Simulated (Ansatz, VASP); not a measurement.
**Mg3CdSe4: VASP beside Ansatz**

POSCAR

```
Mg3CdSe4
1.0
    3.9404622000      0.0000000000      0.0000000000
    0.0000000000      3.9404622000      0.0000000000
    0.0000000000      0.0000000000     11.1693267000
Mg Cd Se
3 1 4
Direct
    0.5000000000      0.5000000000      0.2533570000
    0.0000000000      0.0000000000      0.5000000000
    0.5000000000      0.5000000000      0.7466430000
    0.0000000000      0.0000000000      0.0000000000
    0.0000000000      0.0000000000      0.2556680000
    0.5000000000      0.5000000000      0.5000000000
    0.0000000000      0.0000000000      0.7443320000
    0.5000000000      0.5000000000      0.0000000000
```

INCAR.step1

```
PREC = Accurate
ENCUT = 520
ISMEAR = 0
SIGMA = 0.02
LREAL = F
LASPH = T
NELM = 60
NBANDS = 31
GGA = PE
ALGO = Normal
EDIFF = 1E-4
LWAVE = T
LCHARG = F
```

Contents of INCAR.step2:

```
PREC = Accurate
ENCUT = 520
EDIFF = 1E-6
ISMEAR = 0
SIGMA = 0.02
LREAL = F
LASPH = T
NELM = 60
ALGO = Normal
ISIF = 2
LWAVE = F
LCHARG = T
METAGGA = R2SCAN
LMIXTAU = T
LELF = T
LVHAR = T
NBANDS = 31
ISTART = 1
```

The input KPOINTS:

```
regular mesh
0
Gamma
  10 10 4
```

Input for Ansatz:

```yaml
crystal:
  lattice:
    - [3.9404622, 0.0, 0.0]
    - [0.0, 3.9404622, 0.0]
    - [0.0, 0.0, 11.1693267]
  atoms:
    - { symbol: Mg, position: [0.5, 0.5, 0.253357] }
    - { symbol: Mg, position: [0.0, 0.0, 0.5] }
    - { symbol: Mg, position: [0.5, 0.5, 0.746643] }
    - { symbol: Cd, position: [0.0, 0.0, 0.0] }
    - { symbol: Se, position: [0.0, 0.0, 0.255668] }
    - { symbol: Se, position: [0.5, 0.5, 0.5] }
    - { symbol: Se, position: [0.0, 0.0, 0.744332] }
    - { symbol: Se, position: [0.5, 0.5, 0.0] }
basis:
  ecutwfc: 500
kpoints:
  mp_grid: { grid: [10, 10, 4] }
  band_path:
    path:
      - [[0.0, 0.0, 0.0], [0.0, 0.5, 0.0], [0.5, 0.5, 0.0], [0.0, 0.0, 0.0], [0.0, 0.0, 0.5], [0.0, 0.5, 0.5], [0.5, 0.5, 0.5], [0.0, 0.0, 0.5]]
      - [[0.0, 0.5, 0.0], [0.0, 0.5, 0.5]]
      - [[0.5, 0.5, 0.0], [0.5, 0.5, 0.5]]
    npoints: 14
hamiltonian:
  xc: r2scan
scf:
  occupations: { method: gaussian, width: 0.02 }
  n_extra_bands: 20
output:
  forces: true
  stress: true
  eigenvalues: true
  populations: true
  dos: { projected: true, de: 0.02, nscf_kmesh: { grid: [15, 15, 6] } }
  bader: true
  write_density: true
  write_potential: true
  elf: true
  volumetric_format: npy
```

Alike in both runs: task single point; functional r2SCAN; k mesh 10 × 10 × 4; occupations gaussian, width 0.02 eV; no spin polarisation.

|  | VASP | Ansatz |
| --- | --- | --- |
| version | VASP 6.6.1 | Ansatz 0.2.0 |
| potentials or method | VASP PAW PBE potentials, release 64 (Mg, Cd, Se), cutoff 520 eV | scalar-relativistic, plane waves, PAW |
| valence electrons in the cell | 42 | 114 |

|  | VASP | Ansatz | Ansatz less VASP |
| --- | --- | --- | --- |
| gap on the k mesh at the Fermi level (eV) | 0.87 | 0.89 | +0.022 |
| least direct gap on the mesh (eV) | 1.51 | 1.54 | +0.026 |
| pressure (GPa) | -1.5 | -1.4 | +0.09 |
| rms of the force components (eV/Å) | 0.004 | 0.009 | +0.0050 |

VASP's potentials were made for PBE, not for r2SCAN. Atom by atom the forces differ by 0.009 eV/Å (rms over components). VASP's potentials hold 42 valence electrons a cell and Ansatz's 114, so a difference there can come from the potentials and not from the codes.
